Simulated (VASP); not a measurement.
Wanted: the native input for a VASP 6.6.1 run.

```yaml
Task: single point
Functional: PBE
Potentials_or_basis: VASP PAW PBE potentials, release 64 (Ca_sv, B)
Cutoff: 520 eV
k_mesh: 6 × 6 × 4
Occupations: gaussian, width 0.1 eV
Spin: no spin polarisation
Dipole_correction: no
Further_INCAR_settings: ALGO = Normal; EDIFF = 1e-06; NBANDS = 26
```

The structure of Ca2B5 lies in POSCAR:

```
Ca2B5
1.0
    5.6553958454      0.0000000000      0.0000000000
   -2.8276979227      4.8977164706      0.0000000000
    0.0000000000      0.0000000000      4.9639608266
Ca B
2 5
Direct
    0.3333333333      0.6666666667      0.0000000000
    0.6666666667      0.3333333333      0.0000000000
    0.5000000000      0.0000000000      0.5000000000
    0.0000000000      0.5000000000      0.5000000000
    0.5000000000      0.5000000000      0.5000000000
    0.3333333333      0.6666666667      0.5000000000
    0.6666666667      0.3333333333      0.5000000000
```

One way to write it, as run:

INCAR

```
PREC = Accurate
ENCUT = 520
EDIFF = 1E-6
ISMEAR = 0
SIGMA = 0.1
LREAL = F
LASPH = T
NELM = 100
ALGO = Normal
ISIF = 2
LWAVE = F
LCHARG = F
GGA = PE
NBANDS = 26
```

KPOINTS

```
regular mesh
0
Gamma
  6 6 4
```

Potentials or basis: VASP PAW PBE potentials, release 64 (Ca_sv, B).

Run with:

```bash
$ cat potpaw_PBE.64/Ca_sv/POTCAR potpaw_PBE.64/B/POTCAR > POTCAR
$ mpirun -np 1 vasp_std > vasp.out
```

It gave:

```
Pressure : 0.3 GPa
```

Wall time 86 s on 1 thread of Intel(R) Xeon(R) Platinum 8375C CPU @ 2.90GHz (Ice Lake) (shared host), peak memory 0.27 GiB.
